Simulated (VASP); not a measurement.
# In (Im-3m) in VASP: notebook

The runs below take In through single point, relaxation of cell and atoms, with PBEsol.

Program: VASP 6.6.1. These are calculated values, not measurements. Logs are shortened: lines on timing, memory, paths and dates and some standing lists are left out, and cuts for length are marked.

## 1. The cell of the first run

Symmetry: Im-3m, No. 229, cubic system. The conventional cell has a = 3.721 Å, b = 3.721 Å, c = 3.721 Å, α = 90.00°, β = 90.00°, γ = 90.00°. In (site symmetry m-3m) has 14 In at 3.22 to 3.72 Å within 4.2 Å.

This isn't the form of In at room conditions, which is tetragonal.

## 2. Single point, PBEsol

INCAR reads:

```
  PREC = Accurate
  ENCUT = 500
  EDIFF = 1E-6
  ISMEAR = 0
  SIGMA = 0.1
  LREAL = F
  LASPH = T
  NELM = 120
  ALGO = Normal
  ISIF = 2
  LWAVE = F
  LCHARG = F
  GGA = PS
  NBANDS = 12
  GGA_COMPAT = F
```

KPOINTS reads:

```
regular mesh
0
Gamma
  15 15 15
```

POSCAR reads:

```
In
1.0
   -1.8603976842      1.8603976842      1.8603976842
    1.8603976842     -1.8603976842      1.8603976842
    1.8603976842      1.8603976842     -1.8603976842
In
1
Direct
    0.0000000000      0.0000000000      0.0000000000
```

Potentials or basis: VASP PAW PBE potentials, release 64 (In_d).

Launch:

```sh
$ cat potpaw_PBE.64/In_d/POTCAR > POTCAR
$ mpirun -np 1 vasp_std > vasp.out
```

OUTCAR:

```text
PREC = Accurate
   ENCUT = 500
   EDIFF = 1E-6
   ISMEAR = 0
   LREAL = F
   LASPH = T
   NELM = 120
   ISIF = 2
   GGA = PS

 ion  position               nearest neighbor table
   1  0.000  0.000  0.000-

  LATTYP: Found a body centered cubic cell.
 ALAT       =     3.7207953684

  Lattice vectors:

 A1 = (  -1.8603976842,   1.8603976842,   1.8603976842)
 A2 = (   1.8603976842,  -1.8603976842,   1.8603976842)
 A3 = (   1.8603976842,   1.8603976842,  -1.8603976842)

Analysis of symmetry for initial positions (statically):
=====================================================================
 Subroutine PRICEL returns:
 Original cell was already a primitive cell.

 Routine SETGRP: Setting up the symmetry group for a
 body centered cubic supercell.

 Subroutine GETGRP returns: Found 48 space group operations
 (whereof 48 operations were pure point group operations)
 out of a pool of 48 trial point group operations.

The static configuration has the point symmetry O_h .

Analysis of symmetry for dynamics (positions and initial velocities):
=====================================================================
 Subroutine PRICEL returns:
 Original cell was already a primitive cell.

 Routine SETGRP: Setting up the symmetry group for a
 body centered cubic supercell.

 Subroutine GETGRP returns: Found 48 space group operations
 (whereof 48 operations were pure point group operations)
 out of a pool of 48 trial point group operations.

The dynamic configuration has the point symmetry O_h .

 Subroutine INISYM returns: Found 48 space group operations
 (whereof 48 operations are pure point group operations),
 and found     1 'primitive' translations

----------------------------------------------------------------------------------------

                                     Primitive cell

  volume of cell :      25.7559

  direct lattice vectors                    reciprocal lattice vectors
    -1.860397684  1.860397684  1.860397684     0.000000000  0.268759741  0.268759741
     1.860397684 -1.860397684  1.860397684     0.268759741  0.000000000  0.268759741
     1.860397684  1.860397684 -1.860397684     0.268759741  0.268759741  0.000000000

  length of vectors
     3.222303311  3.222303311  3.222303311     0.380083671  0.380083671  0.380083671

  position of ions in fractional coordinates (direct lattice)
     0.000000000  0.000000000  0.000000000

  ion indices of the primitive-cell ions
   primitive index   ion index
                 1           1

----------------------------------------------------------------------------------------

 KPOINTS: regular mesh

Automatic generation of k-mesh.
 Grid dimensions read from file:
 generate k-points for:   15   15   15

 Generating k-lattice:

  Cartesian coordinates                     Fractional coordinates (reciprocal lattice)
     0.000000000  0.017917316  0.017917316     0.066666667  0.000000000  0.000000000
     0.017917316  0.000000000  0.017917316     0.000000000  0.066666667  0.000000000
     0.017917316  0.017917316  0.000000000     0.000000000  0.000000000  0.066666667

  Length of vectors
     0.025338911  0.025338911  0.025338911

  Shift w.r.t. Gamma in fractional coordinates (k-lattice)
     0.000000000  0.000000000  0.000000000

 Subroutine IBZKPT returns following result:
 ===========================================

 Found    120 irreducible k-points:

 Following reciprocal coordinates:
            Coordinates               Weight
  0.000000  0.000000  0.000000      1.000000
  0.066667  0.000000  0.000000     12.000000
  0.133333  0.000000  0.000000     12.000000
  0.200000  0.000000  0.000000     12.000000
  0.266667  0.000000  0.000000     12.000000
  0.333333  0.000000  0.000000     12.000000
[... 16 lines left out ...]
  0.333333  0.200000  0.000000     48.000000
  0.400000  0.200000  0.000000     24.000000
 [... further k-points ...]
   k-points           NKPTS =    120   k-points in BZ     NKDIM =    120   number of bands    NBANDS=     12
   number of dos      NEDOS =    301   number of ions     NIONS =      1
   total plane-waves  NPLWV =  13824
   dimension x,y,z NGX =    24 NGY =   24 NGZ =   24
   dimension x,y,z NGXF=    48 NGYF=   48 NGZF=   48
   ions per type =               1
   NGX,Y,Z   is equivalent  to a cutoff of  12.38, 12.38, 12.38 a.u.
   NGXF,Y,Z  is equivalent  to a cutoff of  24.76, 24.76, 24.76 a.u.
 SYSTEM =  unknown system
   PREC   = accura    normal or accurate (medium, high low for compatibility)
   ISTART =      0    job   : 0-new  1-cont  2-samecut
   ICHARG =      2    charge: 1-file 2-atom 10-const
   ISPIN  =      1    spin polarized calculation?
   LNONCOLLINEAR =      F non collinear calculations
   LSORBIT =      F    spin-orbit coupling
   LASPH  =      T    aspherical Exc in radial PAW
   ENCUT  =  500.0 eV  36.75 Ry    6.06 a.u.   5.88  5.88  5.88*2*pi/ulx,y,z
   NELM   =    120;   NELMIN=  2; NELMDL= -5     # of ELM steps
   EDIFF  = 0.1E-05   stopping-criterion for ELM
   LREAL  =      F    real-space projection
[... 7 lines left out ...]
   TEBEG  =    0.0;   TEEND  =   0.0 temperature during run
   PSTRESS=    0.0 pullay stress
   NELECT =      13.0000    total number of electrons
   NUPDOWN=      -1.0000    fix difference up-down
   EMIN   =  10.00;   EMAX   =-10.00  energy-range for DOS
   EFERMI =   0.00;   METHOD = LEGACY
   ISMEAR =     0;   SIGMA  =   0.10  broadening in eV -4-tet -1-fermi 0-gaus
   EFERMI_NEDOS =   21; number of points for ismear=-14 and -15
   IALGO  =     38    algorithm
   IMIX   =      4    mixing-type and parameters
     AMIX     =   0.40;   BMIX     =  1.00
     AMIX_MAG =   1.60;   BMIX_MAG =  1.00
  volume/ion in A,a.u.               =      25.76       173.81
  Fermi-wavevector in a.u.,A,eV,Ry     =   1.303457  2.463177 23.116313  1.699001
  Thomas-Fermi vector in A             =   2.434458
   LORBIT       =      0    0 simple, 1 ext, 2 COOP (PROOUT), +10 PAW based schemes
   GGA     = PS    functional components
   LHFCALC =     F    Hartree Fock is set to
   AEXX    =    0.0000 exact exchange contribution
   IVDW    =     0    specifies the selected vdW correction
   LEPSILON=     F    determine dielectric tensor
   LRPA    =     F    only Hartree local field effects (RPA)
 non-spin polarized calculation
 Gauss-broadening in eV      SIGMA  =   0.10
  energy-cutoff  :      500.00
  volume of cell :       25.76
 maximum number of plane-waves:       682
   NGX = 11   NGY = 11   NGZ = 11

 number of electron      12.9999991 magnetization

 Free energy of the ion-electron system (eV)
  ---------------------------------------------------
  ext. energy  EPLUGINS =         0.00000000
  ---------------------------------------------------
  free energy    TOTEN  =        -2.96974886 eV

  energy without entropy =       -2.96736147  energy(sigma->0) =       -2.96855516

 E-fermi :   7.5152     XC(G=0): -10.4821

 val. band max:        7.5122767421   @ k =  -0.4667  -0.4667   0.3333
 cond. band min:       7.5503553451   @ k =  -0.4000  -0.4000   0.1333
 fundamental gap:      0.0380786030
 Fermi energy:         7.5152433385

 k-point     1 :       0.0000    0.0000    0.0000
  band No.  band energies     occupation
      1      -7.0770      2.00000
      2      -7.0770      2.00000
      3      -7.0770      2.00000
      4      -6.7846      2.00000
      5      -6.7846      2.00000
      6      -2.1345      2.00000
      7      18.7993      0.00000
      8      18.7993      0.00000
      9      18.7993      0.00000
     10      20.5898      0.00000
     11      20.5898      0.00000
     12      20.5898      0.00000

 k-point     2 :       0.0667    0.0000    0.0000
  band No.  band energies     occupation
      1      -7.0822      2.00000
      2      -7.0723      2.00000
      3      -7.0575      2.00000
      4      -6.7901      2.00000
      5      -6.7847      2.00000
      6      -2.0302      2.00000
      7      17.7023      0.00000
      8      18.2758      0.00000
      9      18.5327      0.00000
     10      19.9352      0.00000
     11      20.2240      0.00000
     12      20.4771      0.00000

 k-point     3 :       0.1333    0.0000    0.0000
  band No.  band energies     occupation
      1      -7.0969      2.00000
      2      -7.0615      2.00000
      3      -7.0019      2.00000
      4      -6.8044      2.00000
      5      -6.7851      2.00000
      6      -1.7154      2.00000
      7      15.4440      0.00000
      8      17.2243      0.00000
      9      17.8126      0.00000
     10      19.3265      0.00000
     11      19.5795      0.00000
     12      20.6095      0.00000

 k-point     4 :       0.2000    0.0000    0.0000
  band No.  band energies     occupation
      1      -7.1184      2.00000
      2      -7.0543      2.00000
      3      -6.9187      2.00000
      4      -6.8197      2.00000
      5      -6.7856      2.00000
      6      -1.1849      2.00000
      7      13.0509      0.00000
      8      16.1274      0.00000
      9      16.9614      0.00000
     10      18.8207      0.00000
     11      18.9781      0.00000
     12      21.1032      0.00000

 k-point     5 :       0.2667    0.0000    0.0000
  band No.  band energies     occupation
      1      -7.1430      2.00000
      2      -7.0612      2.00000
      3      -6.8256      2.00000
      4      -6.8210      2.00000
      5      -6.7860      2.00000
      6      -0.4349      2.00000
      7      10.7440      0.00000
      8      15.1519      0.00000
      9      16.1897      0.00000
     10      18.4176      0.00000
     11      18.4870      0.00000
     12      21.8590      0.00000

 k-point     6 :       0.3333    0.0000    0.0000
  band No.  band energies     occupation
      1      -7.1665      2.00000
      2      -7.0825      2.00000
      3      -6.8196      2.00000
      4      -6.7862      2.00000
      5      -6.7255      2.00000
      6       0.5350      2.00000
      7       8.5827      0.00000
      8      14.3704      0.00000
      9      15.5765      0.00000
     10      18.1191      0.00000
     11      18.1255      0.00000
     12      22.8130      0.00000

 k-point     7 :       0.4000    0.0000    0.0000
  band No.  band energies     occupation
      1      -7.1848      2.00000
      2      -7.1069      2.00000
      3      -6.8089      2.00000
      4      -6.7861      2.00000
      5      -6.6493      2.00000
      6       1.7190      2.00000
      7       6.5962      2.00000
      8      13.8261      0.00000
      9      15.1548      0.00000
     10      17.8755      0.00000
     11      17.9392      0.00000
     12      23.8814      0.00000

 k-point     8 :       0.4667    0.0000    0.0000
  band No.  band energies     occupation
      1      -7.1948      2.00000
      2      -7.1223      2.00000
      3      -6.8015      2.00000
      4      -6.7860      2.00000
      5      -6.6070      2.00000
      6       3.0824      2.00000
      7       4.8295      2.00000
      8      13.5468      0.00000
      9      14.9406      0.00000
     10      17.7543      0.00000
     11      17.8492      0.00000
     12      24.8381      0.00000
[... 166 lines left out ...]
 k-point    20 :       0.4000    0.1333   -0.0000
  band No.  band energies     occupation
      1      -7.1690      2.00000
      2      -7.0814      2.00000
      3      -6.8078      2.00000
      4      -6.8025      2.00000
      5      -6.6459      2.00000
      6       3.3719      2.00000
      7       5.1604      2.00000
      8      11.2893      0.00000
      9      14.1565      0.00000
     10      18.5603      0.00000
     11      21.0102      0.00000
     12      23.3186      0.00000

 k-point    21 :       0.2000    0.2000    0.0000
  band No.  band energies     occupation
      1      -7.1346      2.00000
      2      -7.0428      2.00000
      3      -6.8364      2.00000
      4      -6.8138      2.00000
      5      -6.7446      2.00000
      6       0.7493      2.00000
      7       9.7354      0.00000
      8      10.9886      0.00000
      9      14.7507      0.00000
     10      19.8405      0.00000
     11      20.0798      0.00000
     12      23.3133      0.00000

 k-point    22 :       0.2667    0.2000   -0.0000
  band No.  band energies     occupation
      1      -7.1446      2.00000
      2      -7.0326      2.00000
      3      -6.8267      2.00000
      4      -6.8202      2.00000
      5      -6.7097      2.00000
      6       1.8188      2.00000
      7       8.0932      0.00000
      8      10.0611      0.00000
      9      14.2846      0.00000
     10      19.6212      0.00000
     11      20.8306      0.00000
     12      23.5917      0.00000

 k-point    23 :       0.3333    0.2000    0.0000
  band No.  band energies     occupation
      1      -7.1521      2.00000
      2      -7.0298      2.00000
      3      -6.8303      2.00000
      4      -6.8071      2.00000
      5      -6.6884      2.00000
      6       3.0719      2.00000
      7       6.3530      2.00000
      8       9.6344      0.00000
      9      13.9964      0.00000
     10      19.4291      0.00000
     11      21.8486      0.00000
     12      23.4415      0.00000

 k-point    24 :       0.4000    0.2000    0.0000
  band No.  band energies     occupation
      1      -7.1547      2.00000
      2      -7.0299      2.00000
      3      -6.8329      2.00000
      4      -6.7994      2.00000
      5      -6.6816      2.00000
      6       4.1472      2.00000
      7       5.1042      2.00000
      8       9.5013      0.00000
      9      13.8989      0.00000
     10      19.3643      0.00000
     11      22.9449      0.00000
     12      23.0466      0.00000

 [... further k-points ...]

------------------------ aborting loop because EDIFF is reached ----------------------------------------

  FORCE on cell =-STRESS in cart. coord.  units (eV):
  Direction    XX          YY          ZZ          XY          YZ          ZX
  --------------------------------------------------------------------------------------
  -------------------------------------------------------------------------------------
  Total       -0.0003160     -0.0003160     -0.0003160      0.0000000      0.0000000      0.0000000
  in kB       -0.0196574     -0.0196574     -0.0196574      0.0000000      0.0000000      0.0000000
  external PRESSURE =      -0.0196574 kB  Pullay stress =       0.0000000 kB

 VOLUME and BASIS-vectors are now :
 -----------------------------------------------------------------------------
  energy-cutoff  :      500.00
  volume of cell :       25.76
      direct lattice vectors                 reciprocal lattice vectors
    -1.860397684  1.860397684  1.860397684     0.000000000  0.268759741  0.268759741
     1.860397684 -1.860397684  1.860397684     0.268759741  0.000000000  0.268759741
     1.860397684  1.860397684 -1.860397684     0.268759741  0.268759741  0.000000000

 POSITION                                       TOTAL-FORCE (eV/Angst)
 -----------------------------------------------------------------------------------
      0.00000      0.00000      0.00000         0.000000     -0.000000     -0.000000
 -----------------------------------------------------------------------------------
    total drift:                               -0.000000      0.000000     -0.000000

  FREE ENERGIE OF THE ION-ELECTRON SYSTEM (eV)
  ---------------------------------------------------
  free  energy   TOTEN  =        -2.9697488623 eV

  energy  without entropy=       -2.9673614659  energy(sigma->0) =       -2.96855516
```

Wall time 12 s (1 thread of AMD EPYC 9R45 (Zen 5), shared host); peak memory 0.13 GiB.

Results:

```
Free energy            : -2.9697 eV
Pressure               : 0.0 GPa
Band gap on the k mesh : zero (an odd number of electrons rules out a gap without spin polarisation)
```

Caveat: the PAW data sets were made with another functional, which shifts forces and pressure a little; spin-orbit coupling is left out, which moves the levels of the heavy elements.

(Part 1 of 2 ends here.)
